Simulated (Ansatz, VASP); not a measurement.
## CeO2 in VASP and in Ansatz

```
Ce O
1.0
     0.00000    2.70365    2.70365
     2.70365    0.00000    2.70365
     2.70365    2.70365    0.00000
Ce O
1 2
Direct
  0.00000 0.00000 0.00000
  0.25000 0.25000 0.25000
  0.75000 0.75000 0.75000
```

Alike in both runs: task single point; functional PBE; k mesh 10 × 10 × 10; occupations gaussian, width 0.02 eV; no spin polarisation.

|  | VASP | Ansatz |
| --- | --- | --- |
| version | VASP 6.6.1 | Ansatz 0.2.0 |
| potentials or method | VASP PAW PBE potentials, release 64 (Ce, O), cutoff 600 eV | scalar-relativistic, plane waves, PAW |
| valence electrons in the cell | 24 | 24 |

Ansatz gave:

- gap on the k mesh at the Fermi level (eV): 2.01
- least direct gap on the mesh (eV): 2.09
- pressure (GPa): 5.9

Task: Which values does VASP return?

Result: gap on the k mesh at the Fermi level (eV): 1.98; least direct gap on the mesh (eV): 2.05; pressure (GPa): 5.8.

Neither program's run includes spin-orbit coupling.
